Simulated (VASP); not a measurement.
A run of VASP 6.6.1 is set up as follows.

INCAR

```
PREC = Accurate
ENCUT = 520
EDIFF = 1E-7
ISMEAR = -1
SIGMA = 0.01
LREAL = Auto
LASPH = T
NELM = 100
ALGO = Normal
ISIF = 2
LWAVE = F
LCHARG = F
GGA = PE
NELECT = 216.0
NBANDS = 142
```

Contents of KPOINTS:

```
regular mesh
0
Gamma
  3 3 3
```

File POSCAR:

```
Si27PC26
1.0
    0.0000000000      6.5370000000      6.5370000000
    6.5370000000      0.0000000000      6.5370000000
    6.5370000000      6.5370000000      0.0000000000
Si P C
27 1 26
Direct
   -0.0106767716     -0.0106767716     -0.0106767716
   -0.0106767716     -0.0106767716      0.3653636483
   -0.0000714418     -0.0000714418      0.6667381084
   -0.0106767716      0.3653636483     -0.0106767716
   -0.0010301886      0.3341966439      0.3341966439
   -0.0010301886      0.3341966439      0.6659702342
   -0.0000714418      0.6667381084     -0.0000714418
   -0.0010301886      0.6659702342      0.3341966439
   -0.0000714418      0.6667381084      0.6667381084
    0.3653636483     -0.0106767716     -0.0106767716
    0.3341966439     -0.0010301886      0.3341966439
    0.3341966439     -0.0010301886      0.6659702342
    0.3341966439      0.3341966439     -0.0010301886
    0.3333333333      0.3333333333      0.3333333333
    0.3341966439      0.3341966439      0.6659702342
    0.3341966439      0.6659702342     -0.0010301886
    0.3341966439      0.6659702342      0.3341966439
    0.3336656873      0.6665558820      0.6665558820
    0.6667381084     -0.0000714418     -0.0000714418
    0.6659702342     -0.0010301886      0.3341966439
    0.6667381084     -0.0000714418      0.6667381084
    0.6659702342      0.3341966439     -0.0010301886
    0.6659702342      0.3341966439      0.3341966439
    0.6665558820      0.3336656873      0.6665558820
    0.6667381084      0.6667381084     -0.0000714418
    0.6665558820      0.6665558820      0.3336656873
    0.6665558820      0.6665558820      0.6665558820
    0.0833333333      0.0833333333      0.0833333333
    0.0838883371      0.0838883371      0.4197991490
    0.0838883371      0.0838883371      0.7457575102
    0.0838883371      0.4197991490      0.0838883371
    0.0835015216      0.4166106039      0.4166106039
    0.0838883371      0.4197991490      0.7457575102
    0.0838883371      0.7457575102      0.0838883371
    0.0838883371      0.7457575102      0.4197991490
    0.0832423395      0.7500303313      0.7500303313
    0.4197991490      0.0838883371      0.0838883371
    0.4166106039      0.0835015216      0.4166106039
    0.4197991490      0.0838883371      0.7457575102
    0.4166106039      0.4166106039      0.0835015216
    0.4166106039      0.4166106039      0.4166106039
    0.4167609977      0.4167609977      0.7499056690
    0.4197991490      0.7457575102      0.0838883371
    0.4167609977      0.7499056690      0.4167609977
    0.4167609977      0.7499056690      0.7499056690
    0.7457575102      0.0838883371      0.0838883371
    0.7457575102      0.0838883371      0.4197991490
    0.7500303313      0.0832423395      0.7500303313
    0.7457575102      0.4197991490      0.0838883371
    0.7499056690      0.4167609977      0.4167609977
    0.7499056690      0.4167609977      0.7499056690
    0.7500303313      0.7500303313      0.0832423395
    0.7499056690      0.7499056690      0.4167609977
    0.7500303313      0.7500303313      0.7500303313
```

Potentials or basis: VASP PAW PBE potentials, release 64 (Si, P, C).

Run with:

```console
$ cat potpaw_PBE.64/Si/POTCAR potpaw_PBE.64/P/POTCAR potpaw_PBE.64/C/POTCAR > POTCAR
$ mpirun -np 1 vasp_std > vasp.out
```

Task: What does it give for the largest force?

Result: 0.030 eV/Å.

Forces in eV/Å, atoms in the order of the input:
```
Si   0.017  0.017  0.017
Si  -0.017 -0.017  0.017
Si   0.000  0.000  0.024
Si  -0.017  0.017 -0.017
Si   0.005  0.002  0.002
Si  -0.002 -0.005  0.002
Si   0.000  0.024  0.000
Si  -0.002  0.002 -0.005
Si  -0.024  0.000  0.000
Si   0.017 -0.017 -0.017
Si   0.002  0.005  0.002
Si  -0.005 -0.002  0.002
Si   0.002  0.002  0.005
Si   0.000  0.000  0.000
Si  -0.002 -0.002  0.005
Si  -0.005  0.002 -0.002
Si  -0.002  0.005 -0.002
Si   0.014 -0.014 -0.014
Si   0.024  0.000  0.000
Si   0.002 -0.002 -0.005
Si   0.000 -0.024  0.000
Si   0.002 -0.005 -0.002
Si   0.005 -0.002 -0.002
Si  -0.014  0.014 -0.014
Si   0.000  0.000 -0.024
Si  -0.014 -0.014  0.014
Si   0.014  0.014  0.014
P    0.000  0.000  0.000
C    0.001  0.001 -0.019
C   -0.001 -0.001 -0.019
C    0.001 -0.019  0.001
C   -0.006  0.006  0.006
C    0.019 -0.001  0.001
C   -0.001 -0.019 -0.001
C    0.019  0.001 -0.001
C   -0.002  0.002  0.002
C   -0.019  0.001  0.001
C    0.006 -0.006  0.006
C   -0.001  0.019  0.001
C    0.006  0.006 -0.006
C   -0.006 -0.006 -0.006
C    0.000  0.000  0.000
C   -0.001  0.001  0.019
C    0.000  0.000  0.000
C    0.000  0.000  0.000
C   -0.019 -0.001 -0.001
C    0.001  0.019 -0.001
C    0.002 -0.002  0.002
C    0.001 -0.001  0.019
C    0.000  0.000  0.000
C    0.000  0.000  0.000
C    0.002  0.002 -0.002
C    0.000  0.000  0.000
C   -0.002 -0.002 -0.002
```

Caveat: the cell carries a net charge on a neutralising background, which shifts energy and pressure.
